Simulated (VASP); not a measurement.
Mg3CdTe4, 8 atoms in the cell. It takes space group P-4m2 (No. 115, tetragonal). The conventional cell has a = 4.584 Å, b = 4.584 Å, c = 12.894 Å, α = 90.00°, β = 90.00°, γ = 90.00°. Within 3.7 Å of Mg (site symmetry 2mm) lie 4 Te at 2.79 Å. Mg (site symmetry -4m2) has 4 Te at 2.79 Å within 3.7 Å. Within 3.7 Å of Cd (site symmetry -4m2) lie 4 Te at 2.83 Å. Te (site symmetry 2mm) has 4 Mg at 2.79 Å within 3.7 Å. Te (site symmetry 2mm) has 2 Mg at 2.79 Å and 2 Cd at 2.83 Å within 3.7 Å.  This cell differs from its parent crystal: volume scaled by 0.97, then relaxed in part.

| Quantity | Value |
| --- | --- |
| Program | VASP 6.6.1 |
| Task | single point |
| Functional | PBE |
| Potentials or basis | VASP PAW PBE potentials, release 64 (Mg, Cd, Te) |
| Cutoff | 520 eV |
| k mesh | 6 × 6 × 2 |
| Occupations | gaussian, width 0.02 eV |
| Spin | no spin polarisation |
| Dipole correction | no |
| Further INCAR settings | ALGO = Normal; EDIFF = 1e-07; NBANDS = 31 |

Potentials or basis: VASP PAW PBE potentials, release 64 (Mg, Cd, Te).

Run with:

```console
$ cat potpaw_PBE.64/Mg/POTCAR potpaw_PBE.64/Cd/POTCAR potpaw_PBE.64/Te/POTCAR > POTCAR
$ mpirun -np 1 vasp_std > vasp.out
```

Hardware: 1 thread of Intel Xeon 6975P-C (shared host).

Q: Estimate the wall time of this run.

A: It took 3.6 min on 1 thread of Intel Xeon 6975P-C (shared host), peak memory 0.45 GiB. Counts: scf iterations 16, k points 20.
